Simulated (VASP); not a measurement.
Input of a VASP 6.6.1 run:

The input INCAR:

```
ALGO = Normal
EDIFF = 1E-7
ENCUT = 520
GGA = PE
ISIF = 2
ISMEAR = -1
ISPIN = 2
ISYM = 0
LASPH = T
LCHARG = T
LDAU = T
LDAUJ = 0 0
LDAUL = 2 -1
LDAUPRINT = 1
LDAUTYPE = 2
LDAUU = 6.1 0
LELF = T
LMAXMIX = 4
LORBIT = 11
LREAL = F
LVHAR = T
LWAVE = F
MAGMOM = 0.63 -0.63 0 0
NBANDS = 29
NELM = 150
PREC = Accurate
SIGMA = 0.1
```

Contents of KPOINTS:

```
k-points
0
Gamma
  8 8 5
```

POSCAR

```
CuO
1.0
    2.3416000000     -1.7144000000      0.0000000000
    2.3416000000      1.7144000000      0.0000000000
   -0.8297400000      0.0000000000      5.0621500000
Cu O
2 2
Direct
    0.0000000000      0.5000000000      0.0000000000
    0.5000000000      0.0000000000      0.5000000000
    0.5719000000      0.4281000000      0.2500000000
    0.4281000000      0.5719000000      0.7500000000
```

Potentials or basis: VASP PAW PBE potentials, release 64 (Cu, O).

Launch:

```bash
$ cat potpaw_PBE.64/Cu/POTCAR potpaw_PBE.64/O/POTCAR > POTCAR
$ mpirun -np 1 vasp_std > vasp.out
```

(1) What does it give for the band gap on the k mesh?

(2) Predict the site moments.

Answers

(1) 1.16 eV (least direct gap 1.44 eV).

(2) Cu +0.64, -0.64; O -0.00 μB.
